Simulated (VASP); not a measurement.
# GaN (F-43m) in VASP: notebook, part 2 of 2

VASP 6.6.1. The steps go on from the part before.

## Step 5: Relaxation of cell and atoms, PBE, target pressure 4 GPa, at which the enthalpy is minimised

This run uses another cell than the first one, of 11.44 Å³/atom, 1.015 times its volume.

Contents of INCAR:

```
PREC = Accurate
ENCUT = 600
EDIFF = 1E-6
ISMEAR = -1
SIGMA = 0.1
LREAL = False
LASPH = True
NELM = 80
ALGO = Normal
ISIF = 3
LWAVE = False
LCHARG = False
GGA = PE
IBRION = 2
NSW = 80
EDIFFG = -0.05
PSTRESS = 40.0
```

Contents of KPOINTS:

```
regular mesh
0
Gamma
  8 8 8
```

Contents of POSCAR:

```
GaN
1.0
    0.0000000000      2.2535006100      2.2535006100
    2.2535006100      0.0000000000      2.2535006100
    2.2535006100      2.2535006100      0.0000000000
Ga N
1 1
Direct
    0.0000000000      0.0000000000      0.0000000000
    0.7500000000      0.7500000000      0.7500000000
```

Command:

```bash
$ cat potpaw_PBE.64/Ga_d/POTCAR potpaw_PBE.64/N/POTCAR > POTCAR
$ mpirun -np 1 vasp_std > vasp.out
```

Run time: 25 s. Hardware: 1 thread of AMD EPYC 7R13 (Zen 3), shared host; peak memory 0.14 GiB.

Results (log left out):

* Free energy: -12.1474 eV
* Relaxed volume: 11.50 Å³/atom
* Relaxed cell: a = 3.192 Å, b = 3.192 Å, c = 3.192 Å, α = 60.00°, β = 60.00°, γ = 60.00°
* Space group after relaxing (to 0.05 Å): F-43m (No. 216)
* Energy change on relaxing (the enthalpy is what falls): -1.6 meV/atom
* Ionic steps: 3
* Pressure after relaxing: 4.1 GPa
* Band gap on the k mesh: 1.69 eV, direct

The path:
```csv
step,energy change (eV),largest force (eV/Å),pressure (GPa),volume (Å³)
1,0.0000,0.0000,4.91,22.89
2,-0.0054,0.0000,2.97,23.10
3,-0.0032,0.0000,4.10,23.00
```

Final structure:
```yaml
crystal:
  lattice:
    - [0.00000, 2.25727, 2.25727]
    - [2.25727, 0.00000, 2.25727]
    - [2.25727, 2.25727, 0.00000]
  atoms:
    - { symbol: Ga, position: [0.00000, 0.00000, 0.00000] }
    - { symbol: N, position: [0.75000, 0.75000, 0.75000] }
```

Levels at points of the mesh, in eV from the valence-band top:
```csv
k point,band 5,band 6,band 7,band 8,band 9,band 10,band 11,band 12,band 13
"(0.00, 0.00, 0.00)",-13.12,-13.12,0.00,0.00,0.00,1.69,10.27,10.27,10.27
"(0.50, 0.00, 0.00)",-13.08,-11.88,-7.00,-0.96,-0.96,4.60,8.70,10.34,10.34
"(0.50, 0.50, 0.00)",-13.05,-11.45,-6.10,-2.68,-2.68,3.35,6.63,11.67,13.91
```

Caveat: the cell is relaxed towards a set pressure, so the enthalpy falls and the energy may rise.

## Step 6: Relaxation of cell and atoms, PBE, target pressure 6 GPa, at which the enthalpy is minimised

This run uses another cell than the first one, of 11.44 Å³/atom, 1.015 times its volume.

Contents of INCAR:

```
PREC = Accurate
ENCUT = 600
EDIFF = 1E-6
ISMEAR = -1
SIGMA = 0.1
LREAL = F
LASPH = T
NELM = 60
ALGO = Normal
ISIF = 3
LWAVE = F
LCHARG = F
GGA = PE
IBRION = 2
NSW = 80
EDIFFG = -0.05
PSTRESS = 60.0
```

KPOINTS is that of step 5.

POSCAR is that of step 5.

Potentials or basis: VASP PAW PBE potentials, release 64 (Ga_d, N).

Command:

```bash
$ cat potpaw_PBE.64/Ga_d/POTCAR potpaw_PBE.64/N/POTCAR > POTCAR
$ mpirun -np 1 vasp_std > vasp.out
```

OUTCAR:

```text
PREC = Accurate
   ENCUT = 600
   EDIFF = 1E-6
   ISMEAR = -1
   LREAL = F
   LASPH = T
   NELM = 60
   ISIF = 3
   GGA = PE
   IBRION = 2
   NSW = 80
   EDIFFG = -0.05
   PSTRESS = 60.0

 ion  position               nearest neighbor table
   1  0.000  0.000  0.000-   2 1.95   2 1.95   2 1.95   2 1.95
   2  0.750  0.750  0.750-   1 1.95   1 1.95   1 1.95   1 1.95

  LATTYP: Found a face centered cubic cell.
 ALAT       =     4.5070012200

  Lattice vectors:

 A1 = (   0.0000000000,   2.2535006100,   2.2535006100)
 A2 = (   2.2535006100,   0.0000000000,   2.2535006100)
 A3 = (   2.2535006100,   2.2535006100,   0.0000000000)

Analysis of symmetry for initial positions (statically):
=====================================================================
 Subroutine PRICEL returns:
 Original cell was already a primitive cell.

 Routine SETGRP: Setting up the symmetry group for a
 face centered cubic supercell.

 Subroutine GETGRP returns: Found 24 space group operations
 (whereof 24 operations were pure point group operations)
 out of a pool of 48 trial point group operations.

The static configuration has the point symmetry T_d .

Analysis of symmetry for dynamics (positions and initial velocities):
=====================================================================
 Subroutine PRICEL returns:
 Original cell was already a primitive cell.

 Routine SETGRP: Setting up the symmetry group for a
 face centered cubic supercell.

 Subroutine GETGRP returns: Found 24 space group operations
 (whereof 24 operations were pure point group operations)
 out of a pool of 48 trial point group operations.

The dynamic configuration has the point symmetry T_d .

 Subroutine INISYM returns: Found 24 space group operations
 (whereof 24 operations are pure point group operations),
 and found     1 'primitive' translations

----------------------------------------------------------------------------------------

                                     Primitive cell

  volume of cell :      22.8877

  direct lattice vectors                    reciprocal lattice vectors
     0.000000000  2.253500610  2.253500610    -0.221877020  0.221877020  0.221877020
     2.253500610  0.000000000  2.253500610     0.221877020 -0.221877020  0.221877020
     2.253500610  2.253500610  0.000000000     0.221877020  0.221877020 -0.221877020

  length of vectors
     3.186931125  3.186931125  3.186931125     0.384302272  0.384302272  0.384302272

  position of ions in fractional coordinates (direct lattice)
     0.000000000  0.000000000  0.000000000
     0.750000000  0.750000000  0.750000000

  ion indices of the primitive-cell ions
   primitive index   ion index
                 1           1
                 2           2

----------------------------------------------------------------------------------------

 KPOINTS: regular mesh

Automatic generation of k-mesh.
 Grid dimensions read from file:
 generate k-points for:    8    8    8

 Generating k-lattice:

  Cartesian coordinates                     Fractional coordinates (reciprocal lattice)
    -0.027734628  0.027734628  0.027734628     0.125000000  0.000000000  0.000000000
[... 42 lines left out ...]
   number of dos      NEDOS =    301   number of ions     NIONS =      2
   total plane-waves  NPLWV =  21952
   dimension x,y,z NGX =    28 NGY =   28 NGZ =   28
   dimension x,y,z NGXF=    56 NGYF=   56 NGZF=   56
   ions per type =               1   1
   NGX,Y,Z   is equivalent  to a cutoff of  14.61, 14.61, 14.61 a.u.
   NGXF,Y,Z  is equivalent  to a cutoff of  29.21, 29.21, 29.21 a.u.
 SYSTEM =  unknown system
   PREC   = accura    normal or accurate (medium, high low for compatibility)
   ISTART =      0    job   : 0-new  1-cont  2-samecut
   ICHARG =      2    charge: 1-file 2-atom 10-const
   ISPIN  =      1    spin polarized calculation?
   LNONCOLLINEAR =      F non collinear calculations
   LSORBIT =      F    spin-orbit coupling
   LASPH  =      T    aspherical Exc in radial PAW
   ENCUT  =  600.0 eV  44.10 Ry    6.64 a.u.   6.37  6.37  6.37*2*pi/ulx,y,z
   NELM   =     60;   NELMIN=  2; NELMDL= -5     # of ELM steps
   EDIFF  = 0.1E-05   stopping-criterion for ELM
   LREAL  =      F    real-space projection
   EDIFFG = -.5E-01   stopping-criterion for IOM
   NSW    =     80    number of steps for IOM
   IBRION =      2    ionic relax: 0-MD 1-quasi-New 2-CG
   NFREE  =      1    steps in history (QN), initial steepest desc. (CG)
   ISIF   =      3    stress and relaxation
   ISYM   =      2    0-nonsym 1-usesym 2-fastsym
   POTIM  = 0.5000    time-step for ionic-motion
   TEBEG  =    0.0;   TEEND  =   0.0 temperature during run
   PSTRESS=   60.0 pullay stress
   NELECT =      18.0000    total number of electrons
   NUPDOWN=      -1.0000    fix difference up-down
   EMIN   =  10.00;   EMAX   =-10.00  energy-range for DOS
   EFERMI =   0.00;   METHOD = LEGACY
   ISMEAR =    -1;   SIGMA  =   0.10  broadening in eV -4-tet -1-fermi 0-gaus
   EFERMI_NEDOS =   21; number of points for ismear=-14 and -15
   IALGO  =     38    algorithm
   IMIX   =      4    mixing-type and parameters
     AMIX     =   0.40;   BMIX     =  1.00
     AMIX_MAG =   1.60;   BMIX_MAG =  1.00
  volume/ion in A,a.u.               =      11.44        77.23
  Fermi-wavevector in a.u.,A,eV,Ry     =   1.511117  2.855596 31.068543  2.283473
  Thomas-Fermi vector in A             =   2.621216
   LORBIT       =      0    0 simple, 1 ext, 2 COOP (PROOUT), +10 PAW based schemes
   GGA     = PE    functional components
   LHFCALC =     F    Hartree Fock is set to
   AEXX    =    0.0000 exact exchange contribution
   IVDW    =     0    specifies the selected vdW correction
   LEPSILON=     F    determine dielectric tensor
   LRPA    =     F    only Hartree local field effects (RPA)
 conjugate gradient relaxation of ions
 non-spin polarized calculation
  energy-cutoff  :      600.00
  volume of cell :       22.89
 maximum number of plane-waves:       778
 NGX is ok and might be reduce to    28
   NGX = 13   NGY = 13   NGZ = 13

--------------------------------------- Ionic step        1  -------------------------------------------

 number of electron      18.0000005 magnetization

 Free energy of the ion-electron system (eV)
  ---------------------------------------------------
  ext. energy  EPLUGINS =         0.00000000
  ---------------------------------------------------
  free energy    TOTEN  =       -12.14420483 eV

  energy without entropy =      -12.14420076  energy(sigma->0) =      -12.14420280

------------------------ aborting loop because EDIFF is reached ----------------------------------------

  FORCE on cell =-STRESS in cart. coord.  units (eV):
  Direction    XX          YY          ZZ          XY          YZ          ZX
  --------------------------------------------------------------------------------------
  -------------------------------------------------------------------------------------
  Total        0.7016182      0.7016182      0.7016182      0.0000000      0.0000000     -0.0000000
  in kB       49.1143485     49.1143485     49.1143485      0.0000000      0.0000000     -0.0000000
  external PRESSURE =     -10.8856515 kB  Pullay stress =      60.0000000 kB
[... 63 lines left out ...]
--------------------------------------- Ionic step        3  -------------------------------------------

 number of electron      18.0000005 magnetization

 Free energy of the ion-electron system (eV)
  ---------------------------------------------------
  ext. energy  EPLUGINS =         0.00000000
  ---------------------------------------------------
  free energy    TOTEN  =       -12.13963586 eV

  energy without entropy =      -12.13963245  energy(sigma->0) =      -12.13963415

 E-fermi :   6.3299     XC(G=0): -11.6983

 val. band max:        5.3456910452   @ k =   0.0000   0.0000   0.0000
 cond. band min:       7.1076970512   @ k =   0.0000   0.0000   0.0000
 fundamental gap:      1.7620060060
 Fermi energy:         6.3299087943

 k-point     1 :       0.0000    0.0000    0.0000
  band No.  band energies     occupation
      1     -10.6389      2.00000
      2      -8.1018      2.00000
      3      -8.1018      2.00000
      4      -8.1018      2.00000
      5      -7.7761      2.00000
      6      -7.7761      2.00000
      7       5.3457      1.99989
      8       5.3457      1.99989
      9       5.3457      1.99989
     10       7.1077      0.00084
     11      15.6842      0.00000
     12      15.6842      0.00000
     13      15.6842      0.00000
[... 354 lines left out ...]
  band No.  band energies     occupation
      1      -9.6104      2.00000
      2      -7.9959      2.00000
      3      -7.9328      2.00000
      4      -7.7966      2.00000
      5      -7.7427      2.00000
      6      -6.2195      2.00000
      7      -1.1004      2.00000
      8       2.3272      2.00000
      9       3.5650      2.00000
     10      12.0182      0.00000
     11      12.3768      0.00000
     12      15.4755      0.00000
     13      17.0916      0.00000

 [... further k-points ...]
[... 5 lines left out ...]
  --------------------------------------------------------------------------------------
  -------------------------------------------------------------------------------------
  Total        0.8364747      0.8364747      0.8364747      0.0000000     -0.0000000      0.0000000
  in kB       58.8983790     58.8983790     58.8983790      0.0000000     -0.0000000      0.0000000
  external PRESSURE =      -1.1016210 kB  Pullay stress =      60.0000000 kB
[... 21 lines left out ...]
  energy  without entropy=      -12.1396324496  energy(sigma->0) =      -12.13963415

  enthalpy is  TOTEN    =       -11.2875159491 eV   P V=        0.8521199112

 reached required accuracy - stopping structural energy minimisation
```

OSZICAR:

```text
N       E                     dE             d eps       ncg     rms          rms(c)
DAV:   1     0.953070665283E+02    0.95307E+02   -0.10266E+04   794   0.267E+03
DAV:   2    -0.602014903629E+01   -0.10133E+03   -0.93878E+02   854   0.379E+02
DAV:   3    -0.140172073138E+02   -0.79971E+01   -0.79424E+01   889   0.961E+01
[... 20 lines left out ...]
DAV:   1    -0.121439758467E+02   -0.93951E-02   -0.58468E-02   874   0.696E+00    0.401E-01
DAV:   2    -0.121405927852E+02    0.33831E-02   -0.54980E-03   914   0.255E+00    0.182E-01
DAV:   3    -0.121397404222E+02    0.85236E-03   -0.10180E-03   914   0.126E+00    0.429E-02
DAV:   4    -0.121396361321E+02    0.10429E-03   -0.13991E-04   993   0.181E-01    0.374E-03
DAV:   5    -0.121396358603E+02    0.27183E-06   -0.32733E-06   813   0.192E-02
   3 F= -.11287516E+02 E0= -.11287514E+02  d E =-.435215E-03
```

Wall time 24 s (1 thread of AMD EPYC 7R13 (Zen 3), shared host); peak memory 0.14 GiB.

What came out:

```yaml
Free_energy: -12.1396 eV
Relaxed_volume: 11.38 Å³/atom
Relaxed_cell: a = 3.181 Å, b = 3.181 Å, c = 3.181 Å, α = 60.00°, β = 60.00°, γ = 60.00°
Space_group_after_relaxing_to_0.05_Å: F-43m (No. 216)
Energy_change_on_relaxing_the_enthalpy_is_what_falls: +2.3 meV/atom
Ionic_steps: 3
Pressure_after_relaxing: 5.9 GPa
Band_gap_on_the_k_mesh: 1.76 eV, direct
```

Step by step:
```
step  energy change (eV)  largest force (eV/Å)  pressure (GPa)  volume (Å³)
   1              0.0000                0.0000            4.91        22.89
   2              0.0096                0.0000            7.35        22.63
   3              0.0046                0.0000            5.89        22.75
```

Final structure:
```cif
data_structure
_symmetry_space_group_name_H-M 'P 1'
_symmetry_Int_Tables_number 1
_cell_length_a 3.1807
_cell_length_b 3.1807
_cell_length_c 3.1807
_cell_angle_alpha 60.000
_cell_angle_beta 60.000
_cell_angle_gamma 60.000
_cell_volume 22.75
loop_
_atom_site_label
_atom_site_type_symbol
_atom_site_fract_x
_atom_site_fract_y
_atom_site_fract_z
_atom_site_occupancy
Ga1 Ga 0.00000 0.00000 0.00000 1
N1 N 0.75000 0.75000 0.75000 1
```

Levels at points of the mesh, in eV from the valence-band top:
```tsv
k point	band 6	band 7	band 8	band 9	band 10	band 11	band 12	band 13
(0.00, 0.00, 0.00)	-13.12	0.00	0.00	0.00	1.76	10.34	10.34	10.34
(0.50, 0.00, 0.00)	-11.88	-7.08	-0.98	-0.98	4.68	8.76	10.40	10.40
(0.50, 0.50, 0.00)	-11.45	-6.15	-2.72	-2.72	3.35	6.70	11.75	14.02
```

Caveat: the cell is relaxed towards a set pressure, so the enthalpy falls and the energy may rise.

## Step 7: Relaxation of cell and atoms, PBE, target pressure 8 GPa, at which the enthalpy is minimised

This run uses another cell than the first one, of 11.44 Å³/atom, 1.015 times its volume.

Contents of INCAR:

```
PREC     = Accurate       # precision mode
ENCUT    = 600            # plane-wave cutoff, eV
EDIFF    = 1E-7           # SCF threshold, eV
ISMEAR   = -1             # smearing method
SIGMA    = 0.1            # smearing width, eV
LREAL    = F              # projectors in reciprocal space
LASPH    = T              # aspherical terms in the spheres
NELM     = 80             # most SCF steps
ALGO     = Normal         # electronic algorithm
ISIF     = 3              # what is computed and relaxed
LWAVE    = F              # write WAVECAR
LCHARG   = F              # write CHGCAR
GGA      = PE             # functional
IBRION   = 2              # ionic algorithm
NSW      = 80             # ionic steps
EDIFFG   = -0.05          # ionic threshold
PSTRESS  = 80.0
```

KPOINTS is that of step 6.

POSCAR is that of step 6.

Command:

```bash
$ cat potpaw_PBE.64/Ga_d/POTCAR potpaw_PBE.64/N/POTCAR > POTCAR
$ mpirun -np 1 vasp_std > vasp.out
```

It took 30 s on 1 thread of AMD EPYC 7R13 (Zen 3), shared host; peak memory 0.14 GiB.

It converged, with:

* Free energy: -12.1301 eV
* Relaxed volume: 11.27 Å³/atom
* Relaxed cell: a = 3.170 Å, b = 3.170 Å, c = 3.170 Å, α = 60.00°, β = 60.00°, γ = 60.00°
* Space group after relaxing (to 0.05 Å): F-43m (No. 216)
* Energy change on relaxing (the enthalpy is what falls): +7.1 meV/atom
* Ionic steps: 3
* Pressure after relaxing: 8.0 GPa
* Band gap on the k mesh: 1.82 eV, direct

Step by step:
```tsv
step	energy change (eV)	largest force (eV/Å)	pressure (GPa)	volume (Å³)
1	0.0000	0.0000	4.91	22.89
2	0.0366	0.0000	11.49	22.17
3	0.0141	0.0000	7.98	22.54
```

Final structure:
```xyz
2
Lattice="0.0000 2.2419 2.2419 2.2419 0.0000 2.2419 2.2419 2.2419 0.0000" Properties=species:S:1:pos:R:3 pbc="T T T"
Ga    0.0000    0.0000    0.0000
N     3.3628    3.3628    3.3628
```

Levels at points of the mesh, in eV from the valence-band top:
| k point | band 6 | band 7 | band 8 | band 9 | band 10 | band 11 | band 12 | band 13 |
| --- | --- | --- | --- | --- | --- | --- | --- | --- |
| (0.00, 0.00, 0.00) | -13.12 | 0.00 | 0.00 | 0.00 | 1.82 | 10.40 | 10.40 | 10.40 |
| (0.50, 0.00, 0.00) | -11.88 | -7.14 | -0.99 | -0.99 | 4.75 | 8.81 | 10.45 | 10.45 |
| (0.50, 0.50, 0.00) | -11.46 | -6.19 | -2.76 | -2.76 | 3.36 | 6.76 | 11.82 | 14.13 |

Caveat: the cell is relaxed towards a set pressure, so the enthalpy falls and the energy may rise. As with any semilocal functional, this PBE gap is likely too small.

## Step 8: The runs side by side

```csv
task,cell,cutoff (eV),gap on the mesh (eV),pressure (GPa)
single point,"a = 3.171 Å, angles 60.0°, 2 atoms",520,1.82,8.0
relaxation of cell and atoms,"relaxed from a = 3.187 Å, angles 60.0°, 2 atoms",600,1.55,0.0
relaxation of cell and atoms,"relaxed to 2 GPa from a = 3.187 Å, angles 60.0°, 2 atoms",600,1.62,2.2
relaxation of cell and atoms,"relaxed to 4 GPa from a = 3.187 Å, angles 60.0°, 2 atoms",600,1.69,4.1
relaxation of cell and atoms,"relaxed to 6 GPa from a = 3.187 Å, angles 60.0°, 2 atoms",600,1.76,5.9
relaxation of cell and atoms,"relaxed to 8 GPa from a = 3.187 Å, angles 60.0°, 2 atoms",600,1.82,8.0
```

Alike in all rows: level PBE; potentials or basis VASP PAW PBE potentials, release 64 (Ga_d, N); no spin polarisation; k mesh 8 × 8 × 8; smearing fermi-dirac 0.1 eV.

Caveats: the cell is relaxed towards a set pressure, so the enthalpy falls and the energy may rise (some runs).

Absolute energies hang on the potentials; compare differences alone.
